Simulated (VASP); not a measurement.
Here is a VASP 6.6.1 calculation.

The input INCAR:

```
SYSTEM = W
ALGO = Normal
DIPOL = 0.5 0.5 0.500
EDIFF = 1E-7
EDIFFG = -0.03
ENCUT = 520
GGA = PE
IBRION = 2
IDIPOL = 3
ISIF = 2
ISMEAR = 0
LASPH = .TRUE.
LCHARG = .FALSE.
LDIPOL = .TRUE.
LREAL = .FALSE.
LWAVE = .FALSE.
NELM = 100
NSW = 70
PREC = Accurate
SIGMA = 0.1
```

The input KPOINTS:

```
k-points
0
G
  12 12 1
  0 0 0
```

POSCAR

```
W
1.0
    2.8547213223      0.0000000000      0.0000000000
   -1.4273606611      2.4722611858      0.0000000000
    0.0000000000      0.0000000000     18.6617403983
W
3
Selective dynamics
Direct
    0.6666666667      0.3333333333      0.3750989913  F F F
    0.3333333333      0.6666666667      0.5000000000  T T T
    0.0000000000      0.0000000000      0.6249010087  T T T
```

Potentials or basis: VASP PAW PBE potentials, release 64 (W_sv).

Run with:

```sh
$ cat potpaw_PBE.64/W_sv/POTCAR > POTCAR
$ mpirun -np 1 vasp_std > vasp.out
```

(1) What does it give for the band gap on the k mesh?

(2) Predict the energy gained by relaxing.

Results:

(1) zero (bands 21 and 22 overlap by 1.53 eV).

(2) 1.2 meV/atom.

Caveat: spin-orbit coupling is left out, which moves the levels of the heavy elements.
